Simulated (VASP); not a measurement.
Write the native input for VASP 6.6.1 that does the following.

| Quantity | Value |
| --- | --- |
| Task | single point |
| Functional | PBEsol |
| Potentials or basis | VASP PAW PBE potentials, release 64 (B) |
| Cutoff | 520 eV |
| k mesh | 10 × 10 × 10 |
| Occupations | gaussian, width 0.1 eV |
| Spin | no spin polarisation |
| Dipole correction | no |
| Further INCAR settings | ALGO = Normal; EDIFF = 1e-06; NBANDS = 22 |

The structure of B lies in POSCAR:

```
B
1.0
    3.6477470623      0.0000000000      0.0000000000
    0.0000000000      3.6477470623      0.0000000000
    0.0000000000      0.0000000000      3.6477470623
B
8
Direct
    0.5000000000      0.5000000000      0.5000000000
    0.0000000000      0.0000000000      0.0000000000
    0.2500000000      0.0000000000      0.5000000000
    0.5000000000      0.2500000000      0.0000000000
    0.5000000000      0.7500000000      0.0000000000
    0.7500000000      0.0000000000      0.5000000000
    0.0000000000      0.5000000000      0.7500000000
    0.0000000000      0.5000000000      0.2500000000
```

The input as run:

INCAR

```
  PREC = Accurate
  ENCUT = 520
  EDIFF = 1E-6
  ISMEAR = 0
  SIGMA = 0.1
  LREAL = F
  LASPH = T
  NELM = 80
  ALGO = Normal
  ISIF = 2
  LWAVE = F
  LCHARG = F
  GGA = PS
  NBANDS = 22
```

KPOINTS

```
Automatic mesh
0
Gamma
  10 10 10
```

Potentials or basis: VASP PAW PBE potentials, release 64 (B).

Run with:

```sh
$ cat potpaw_PBE.64/B/POTCAR > POTCAR
$ mpirun -np 1 vasp_std > vasp.out
```

Results of the run:

```yaml
Pressure: 0.3 GPa
Band_gap_on_the_k_mesh: zero (band 12 reaches 14.82 eV, above the bottom of band 13 at 9.32 eV)
```

Caveat: the PAW data sets were made with another functional, which shifts forces and pressure a little.

Run time: 19 s on 1 thread of Intel(R) Xeon(R) 6975P-C (Granite Rapids), with other jobs on the host, peak memory 0.17 GiB.
